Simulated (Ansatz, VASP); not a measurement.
**One calculation of Cu, two programs**

INCAR

```
PREC = Accurate ; ENCUT = 520
EDIFF = 1E-6 ; ISMEAR = 0
SIGMA = 0.15 ; LREAL = False
LASPH = True ; NELM = 100
ALGO = Fast ; ISIF = 2
LWAVE = False ; LCHARG = False
GGA = PS ; NBANDS = 18
```

Contents of KPOINTS:

```
Automatic mesh
0
Gamma
  22 22 22
```

POSCAR

```
Cu
1.0
    1.1164299391     -3.6433974164      0.0000000000
    1.1164299391      3.6433974164      0.0000000000
    0.0000000000      0.0000000000      2.9486578394
Cu
2
Direct
    0.1338666500      0.8661333500      0.2500000000
    0.8661333500      0.1338666500      0.7500000000
```

Input for Ansatz:

```yaml
crystal:
  lattice:
    - [1.1164299391, -3.6433974164, 0.0]
    - [1.1164299391, 3.6433974164, 0.0]
    - [0.0, 0.0, 2.9486578394]
  atoms:
    - { symbol: Cu, position: [0.13386665, 0.86613335, 0.25] }
    - { symbol: Cu, position: [0.86613335, 0.13386665, 0.75] }
basis:
  ecutwfc: 420
kpoints:
  mp_grid: { grid: [22, 22, 22] }
hamiltonian:
  xc: pbesol
scf:
  occupations: { method: gaussian, width: 0.15 }
output:
  forces: true
  stress: true
  eigenvalues: true
```

Alike in both runs: task single point; functional PBEsol; k mesh 22 × 22 × 22; occupations gaussian, width 0.15 eV; no spin polarisation.

|  | VASP | Ansatz |
| --- | --- | --- |
| version | VASP 6.6.1 | Ansatz 0.2.0 |
| potentials or method | VASP PAW PBE potentials, release 64 (Cu), cutoff 520 eV | scalar-relativistic, plane waves, PAW |
| valence electrons in the cell | 22 | 38 |

Ansatz gave:

* gap on the k mesh at the Fermi level (eV): none
* pressure (GPa): 6.3
* traceless stress, the component that is largest in VASP (GPa): 26.10
* rms of the force components (eV/Å): 0.016

**Question.** Which values does VASP return?

**Answer.** gap on the k mesh at the Fermi level (eV): none; pressure (GPa): 7.0; traceless stress, the component that is largest in VASP (GPa): 26.11; rms of the force components (eV/Å): 0.020.

VASP's potentials were made for PBE, not for PBEsol. Atom by atom the forces differ by 0.005 eV/Å (rms over components). A gap of «none» marks a metal or a gap that the smearing closes. With one functional, cell and mesh, what is left measures potentials, basis and numerics. VASP's potentials hold 22 valence electrons a cell and Ansatz's 38, so a difference there can come from the potentials and not from the codes.
